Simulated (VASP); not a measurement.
A run of VASP 6.6.1 is set up as follows.

INCAR

```
SYSTEM = Rh
ALGO = Normal
EDIFF = 1E-6
EDIFFG = -0.005
ENCUT = 600
GGA = PE
IBRION = 2
ISIF = 3
ISMEAR = 0
LASPH = .True.
LCHARG = .False.
LREAL = .False.
LWAVE = .False.
NELM = 100
NSW = 100
PREC = Accurate
SIGMA = 0.1
```

File KPOINTS:

```
k-points
0
Gamma
  18 18 10
  0 0 0
```

POSCAR

```
Rh
1.0
    2.7309790422      0.0000000000      0.0000000000
   -1.3654895211      2.3650972278      0.0000000000
    0.0000000000      0.0000000000      4.4284890000
Rh
2
Direct
    0.6666666700      0.3333333300      0.7500000000
    0.3333333300      0.6666666700      0.2500000000
```

Potentials or basis: VASP PAW PBE potentials, release 64 (Rh_pv).

Launch:

```console
$ cat potpaw_PBE.64/Rh_pv/POTCAR > POTCAR
$ mpirun -np 1 vasp_std > vasp.out
```

Task: Estimate the band gap on the k mesh.

Result: Zero (band 15 reaches 12.16 eV, above the bottom of band 16 at 9.84 eV).

Task: What does it give for the relaxed cell?

Result: a = 2.724 Å, b = 2.724 Å, c = 4.385 Å, α = 90.00°, β = 90.00°, γ = 120.00°.

Task: Predict the space group after relaxing (to 0.05 Å).

Result: P6_3/mmc (No. 194).

Task: Predict the relaxed volume.

Result: 14.09 Å³/atom.

Final structure:
```yaml
crystal:
  lattice:
    - [2.72444, 0.00000, 0.00000]
    - [-1.36222, 2.35944, 0.00000]
    - [0.00000, 0.00000, 4.38489]
  atoms:
    - { symbol: Rh, position: [0.66667, 0.33333, 0.75000] }
    - { symbol: Rh, position: [0.33333, 0.66667, 0.25000] }
```
